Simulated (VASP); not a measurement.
W: electric field gradients with PBEsol

W:

```
CELL_PARAMETERS angstrom
0.00000 2.05671 2.05671
2.05671 0.00000 2.05671
2.05671 2.05671 0.00000
ATOMIC_POSITIONS crystal
W 0.00000 0.00000 0.00000
```

This cell differs from its parent crystal: volume scaled by 1.04.

```json
{"Program": "VASP 6.6.1", "Task": "electric field gradients", "Functional": "PBEsol", "Potentials or basis": "VASP PAW PBE potentials, release 64 (W_sv)", "Cutoff": "520 eV", "k mesh": "14 × 14 × 14", "Occupations": "fermi-dirac, width 0.05 eV", "Spin": "no spin polarisation", "Dipole correction": "no", "Further INCAR settings": "ALGO = Normal; EDIFF = 1e-08; NBANDS = 13"}
```

- Pressure: -21.3 GPa
- Band gap on the k mesh: zero (band 7 reaches 12.30 eV, above the bottom of band 8 at 9.04 eV)

Levels at points of the mesh, in eV from the Fermi level:
```tsv
k point	band 5	band 6	band 7	band 8	band 9	band 10
(0.00, 0.00, 0.00)	-8.68	-0.48	-0.48	-0.48	2.38	2.38
(0.50, 0.00, 0.00)	-5.29	-0.69	-0.69	0.51	4.66	4.66
(0.50, 0.50, 0.00)	-5.09	-4.15	2.78	4.61	5.33	5.33
```

Run time: 14 s on 1 thread of Intel(R) Xeon(R) Platinum 8488C (Sapphire Rapids), on a shared host, peak memory 0.15 GiB.

Caveat: without QUAD_EFG the Cq values of the log hold for a quadrupole moment of 1 mb, not for the nuclei; the PAW data sets were made with another functional, which shifts forces and pressure a little; spin-orbit coupling is left out, which moves the levels of the heavy elements.
